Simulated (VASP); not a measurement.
# HgOs (Fm-3m) in VASP: single point with PBE

Aim: the single point of HgOs with PBE.

Program: VASP 6.6.1. These are calculated values, not measurements. Logs are shortened: lines on timing, memory, paths and dates and some standing lists are left out, and cuts for length are marked.

### 1 The cell of the first run

Symmetry: Fm-3m, No. 225, cubic system. Conventional cell: a = 5.419 Å, b = 5.419 Å, c = 5.419 Å, α = 90.00°, β = 90.00°, γ = 90.00°. Within 3.6 Å of Hg (site symmetry m-3m) lie 6 Os at 2.71 Å. Within 3.6 Å of Os (site symmetry m-3m) lie 6 Hg at 2.71 Å.

### 2 Single point, PBE

INCAR reads:

```
SYSTEM = HgOs
ALGO = Normal
EDIFF = 1E-6
ENCUT = 520
GGA = PE
ISIF = 2
ISMEAR = 0
LASPH = .True.
LCHARG = .False.
LREAL = .False.
LWAVE = .False.
NBANDS = 17
NELM = 100
PREC = Accurate
SIGMA = 0.1
```

KPOINTS reads:

```
k-points
0
Gamma
  18 18 18
  0 0 0
```

POSCAR reads:

```
HgOs
1.0
    0.0000000000      2.7092938435      2.7092938435
    2.7092938435      0.0000000000      2.7092938435
    2.7092938435      2.7092938435      0.0000000000
Hg Os
1 1
Direct
    0.0000000000      0.0000000000      0.0000000000
    0.5000000000      0.5000000000      0.5000000000
```

Potentials or basis: VASP PAW PBE potentials, release 64 (Hg, Os).

The run is started by

```sh
cat potpaw_PBE.64/Hg/POTCAR potpaw_PBE.64/Os/POTCAR > POTCAR
mpirun -np 1 vasp_std > vasp.out
```

OUTCAR:

```text
SYSTEM = HgOs
   EDIFF = 1E-6
   ENCUT = 520
   GGA = PE
   ISIF = 2
   ISMEAR = 0
   LASPH = .True.
   LREAL = .False.
   NELM = 100
   PREC = Accurate

 ion  position               nearest neighbor table
   1  0.000  0.000  0.000-   2 2.71   2 2.71   2 2.71   2 2.71   2 2.71   2 2.71
   2  0.500  0.500  0.500-   1 2.71   1 2.71   1 2.71   1 2.71   1 2.71   1 2.71

  LATTYP: Found a face centered cubic cell.
 ALAT       =     5.4185876870

  Lattice vectors:

 A1 = (   0.0000000000,   2.7092938435,   2.7092938435)
 A2 = (   2.7092938435,   0.0000000000,   2.7092938435)
 A3 = (   2.7092938435,   2.7092938435,   0.0000000000)

Analysis of symmetry for initial positions (statically):
=====================================================================
 Subroutine PRICEL returns:
 Original cell was already a primitive cell.

 Routine SETGRP: Setting up the symmetry group for a
 face centered cubic supercell.

 Subroutine GETGRP returns: Found 48 space group operations
 (whereof 48 operations were pure point group operations)
 out of a pool of 48 trial point group operations.

The static configuration has the point symmetry O_h .

Analysis of symmetry for dynamics (positions and initial velocities):
=====================================================================
 Subroutine PRICEL returns:
 Original cell was already a primitive cell.

 Routine SETGRP: Setting up the symmetry group for a
 face centered cubic supercell.

 Subroutine GETGRP returns: Found 48 space group operations
 (whereof 48 operations were pure point group operations)
 out of a pool of 48 trial point group operations.

The dynamic configuration has the point symmetry O_h .

 Subroutine INISYM returns: Found 48 space group operations
 (whereof 48 operations are pure point group operations),
 and found     1 'primitive' translations

----------------------------------------------------------------------------------------

                                     Primitive cell

  volume of cell :      39.7739

  direct lattice vectors                    reciprocal lattice vectors
     0.000000000  2.709293843  2.709293843    -0.184549934  0.184549934  0.184549934
     2.709293843  0.000000000  2.709293843     0.184549934 -0.184549934  0.184549934
     2.709293843  2.709293843  0.000000000     0.184549934  0.184549934 -0.184549934

  length of vectors
     3.831520098  3.831520098  3.831520098     0.319649862  0.319649862  0.319649862

  position of ions in fractional coordinates (direct lattice)
     0.000000000  0.000000000  0.000000000
     0.500000000  0.500000000  0.500000000

  ion indices of the primitive-cell ions
   primitive index   ion index
                 1           1
                 2           2

----------------------------------------------------------------------------------------

 KPOINTS: k-points

Automatic generation of k-mesh.
 Grid dimensions read from file:
 generate k-points for:   18   18   18

 Generating k-lattice:

  Cartesian coordinates                     Fractional coordinates (reciprocal lattice)
    -0.010252774  0.010252774  0.010252774     0.055555556  0.000000000  0.000000000
     0.010252774 -0.010252774  0.010252774     0.000000000  0.055555556  0.000000000
     0.010252774  0.010252774 -0.010252774     0.000000000  0.000000000  0.055555556

  Length of vectors
     0.017758326  0.017758326  0.017758326

  Shift w.r.t. Gamma in fractional coordinates (k-lattice)
     0.000000000  0.000000000  0.000000000

 Subroutine IBZKPT returns following result:
 ===========================================

 Found    195 irreducible k-points:

 Following reciprocal coordinates:
            Coordinates               Weight
  0.000000  0.000000  0.000000      1.000000
  0.055556  0.000000  0.000000      8.000000
  0.111111  0.000000  0.000000      8.000000
  0.166667  0.000000  0.000000      8.000000
  0.222222  0.000000  0.000000      8.000000
  0.277778  0.000000  0.000000      8.000000
[... 16 lines left out ...]
 -0.277778  0.055556  0.000000     24.000000
 -0.222222  0.055556  0.000000     24.000000
 [... further k-points ...]
   k-points           NKPTS =    195   k-points in BZ     NKDIM =    195   number of bands    NBANDS=     17
   number of dos      NEDOS =    301   number of ions     NIONS =      2
   total plane-waves  NPLWV =  21952
   dimension x,y,z NGX =    28 NGY =   28 NGZ =   28
   dimension x,y,z NGXF=    56 NGYF=   56 NGZF=   56
   ions per type =               1   1
   NGX,Y,Z   is equivalent  to a cutoff of  12.15, 12.15, 12.15 a.u.
   NGXF,Y,Z  is equivalent  to a cutoff of  24.30, 24.30, 24.30 a.u.
 SYSTEM =  HgOs
   PREC   = accura    normal or accurate (medium, high low for compatibility)
   ISTART =      0    job   : 0-new  1-cont  2-samecut
   ICHARG =      2    charge: 1-file 2-atom 10-const
   ISPIN  =      1    spin polarized calculation?
   LNONCOLLINEAR =      F non collinear calculations
   LSORBIT =      F    spin-orbit coupling
   LASPH  =      T    aspherical Exc in radial PAW
   ENCUT  =  520.0 eV  38.22 Ry    6.18 a.u.   7.12  7.12  7.12*2*pi/ulx,y,z
   NELM   =    100;   NELMIN=  2; NELMDL= -5     # of ELM steps
   EDIFF  = 0.1E-05   stopping-criterion for ELM
   LREAL  =      F    real-space projection
   EDIFFG = 0.1E-04   stopping-criterion for IOM
   NSW    =      0    number of steps for IOM
   IBRION =     -1    ionic relax: 0-MD 1-quasi-New 2-CG
   NFREE  =      0    steps in history (QN), initial steepest desc. (CG)
   ISIF   =      2    stress and relaxation
   ISYM   =      2    0-nonsym 1-usesym 2-fastsym
   POTIM  = 0.5000    time-step for ionic-motion
   TEBEG  =    0.0;   TEEND  =   0.0 temperature during run
   PSTRESS=    0.0 pullay stress
   NELECT =      20.0000    total number of electrons
   NUPDOWN=      -1.0000    fix difference up-down
   EMIN   =  10.00;   EMAX   =-10.00  energy-range for DOS
   EFERMI =   0.00;   METHOD = LEGACY
   ISMEAR =     0;   SIGMA  =   0.10  broadening in eV -4-tet -1-fermi 0-gaus
   EFERMI_NEDOS =   21; number of points for ismear=-14 and -15
   IALGO  =     38    algorithm
   IMIX   =      4    mixing-type and parameters
     AMIX     =   0.40;   BMIX     =  1.00
     AMIX_MAG =   1.60;   BMIX_MAG =  1.00
  volume/ion in A,a.u.               =      19.89       134.20
  Fermi-wavevector in a.u.,A,eV,Ry     =   1.301823  2.460089 23.058392  1.694744
  Thomas-Fermi vector in A             =   2.432932
   LORBIT       =      0    0 simple, 1 ext, 2 COOP (PROOUT), +10 PAW based schemes
   GGA     = PE    functional components
   LHFCALC =     F    Hartree Fock is set to
   AEXX    =    0.0000 exact exchange contribution
   IVDW    =     0    specifies the selected vdW correction
   LEPSILON=     F    determine dielectric tensor
   LRPA    =     F    only Hartree local field effects (RPA)
 non-spin polarized calculation
 Gauss-broadening in eV      SIGMA  =   0.10
  energy-cutoff  :      520.00
  volume of cell :       39.77
 maximum number of plane-waves:      1090
   NGX = 15   NGY = 15   NGZ = 15

 number of electron      19.9999998 magnetization

 Free energy of the ion-electron system (eV)
  ---------------------------------------------------
  ext. energy  EPLUGINS =         0.00000000
  ---------------------------------------------------
  free energy    TOTEN  =        -7.57178780 eV

  energy without entropy =       -7.54778953  energy(sigma->0) =       -7.55978867

 E-fermi :   4.0490     XC(G=0): -11.8420

 val. band max:        4.0481936142   @ k =   0.5000   0.4444   0.0556
 cond. band min:       4.0503909162   @ k =   0.4444   0.1667   0.0000
 fundamental gap:      0.0021973021
 Fermi energy:         4.0489600170

 k-point     1 :       0.0000    0.0000    0.0000
  band No.  band energies     occupation
      1      -4.8464      2.00000
      2      -3.7457      2.00000
      3      -3.7457      2.00000
      4      -3.2158      2.00000
      5      -3.2158      2.00000
      6      -3.2158      2.00000
[... 9 lines left out ...]
     16      16.5801      0.00000
     17      18.1218      0.00000

 k-point     2 :       0.0556    0.0000    0.0000
  band No.  band energies     occupation
      1      -4.7859      2.00000
      2      -3.7266      2.00000
      3      -3.7266      2.00000
      4      -3.2116      2.00000
      5      -3.1995      2.00000
      6      -3.1995      2.00000
[... 9 lines left out ...]
     16      16.9542      0.00000
     17      17.8965      0.00000

 k-point     3 :       0.1111    0.0000    0.0000
  band No.  band energies     occupation
      1      -4.6061      2.00000
      2      -3.6709      2.00000
      3      -3.6709      2.00000
      4      -3.1977      2.00000
      5      -3.1514      2.00000
      6      -3.1514      2.00000
[... 9 lines left out ...]
     16      17.0190      0.00000
     17      17.7857      0.00000

 k-point     4 :       0.1667    0.0000    0.0000
  band No.  band energies     occupation
      1      -4.3136      2.00000
      2      -3.5832      2.00000
      3      -3.5832      2.00000
      4      -3.1692      2.00000
      5      -3.0746      2.00000
      6      -3.0746      2.00000
[... 9 lines left out ...]
     16      16.4815      0.00000
     17      17.4297      0.00000
[... 343 lines left out ...]
      1      -3.3343      2.00000
      2      -3.2027      2.00000
      3      -3.1404      2.00000
      4      -2.7285      2.00000
      5      -2.7109      2.00000
      6      -2.1627      2.00000
[... 9 lines left out ...]
     16      15.6105      0.00000
     17      16.1228      0.00000

 k-point    23 :      -0.2778    0.0556    0.0000
  band No.  band energies     occupation
      1      -3.5058      2.00000
      2      -3.2866      2.00000
      3      -3.2442      2.00000
      4      -2.9194      2.00000
      5      -2.8375      2.00000
      6      -2.6411      2.00000
[... 9 lines left out ...]
     16      15.7735      0.00000
     17      15.8597      0.00000

 k-point    24 :      -0.2222    0.0556    0.0000
  band No.  band energies     occupation
      1      -3.8006      2.00000
      2      -3.4283      2.00000
      3      -3.3665      2.00000
      4      -3.1035      2.00000
      5      -2.9571      2.00000
      6      -2.8506      2.00000
[... 9 lines left out ...]
     16      15.7095      0.00000
     17      16.2895      0.00000

 [... further k-points ...]
[... 5 lines left out ...]
  --------------------------------------------------------------------------------------
  -------------------------------------------------------------------------------------
  Total        0.2448518      0.2448518      0.2448518     -0.0000000     -0.0000000      0.0000000
  in kB        9.8631469      9.8631469      9.8631469     -0.0000000     -0.0000000      0.0000000
  external PRESSURE =       9.8631469 kB  Pullay stress =       0.0000000 kB

 VOLUME and BASIS-vectors are now :
 -----------------------------------------------------------------------------
  energy-cutoff  :      520.00
  volume of cell :       39.77
      direct lattice vectors                 reciprocal lattice vectors
     0.000000000  2.709293843  2.709293843    -0.184549934  0.184549934  0.184549934
     2.709293843  0.000000000  2.709293843     0.184549934 -0.184549934  0.184549934
     2.709293843  2.709293843  0.000000000     0.184549934  0.184549934 -0.184549934

 POSITION                                       TOTAL-FORCE (eV/Angst)
 -----------------------------------------------------------------------------------
      0.00000      0.00000      0.00000        -0.000000     -0.000000     -0.000000
      2.70929      2.70929      2.70929         0.000000      0.000000      0.000000
 -----------------------------------------------------------------------------------
    total drift:                                0.000000      0.000000      0.000000

  FREE ENERGIE OF THE ION-ELECTRON SYSTEM (eV)
  ---------------------------------------------------
  free  energy   TOTEN  =        -7.5717878033 eV

  energy  without entropy=       -7.5477895272  energy(sigma->0) =       -7.55978867
```

It took 95 s on 1 thread of AMD EPYC 7R43 (Zen 3), shared host; peak memory 0.23 GiB.

What came out:

```
Free energy            : -7.5718 eV
Pressure               : 1.0 GPa
Band gap on the k mesh : zero (band 10 reaches 5.06 eV, above the bottom of band 11 at 3.77 eV)
```

Caveat: spin-orbit coupling is left out, which moves the levels of the heavy elements.
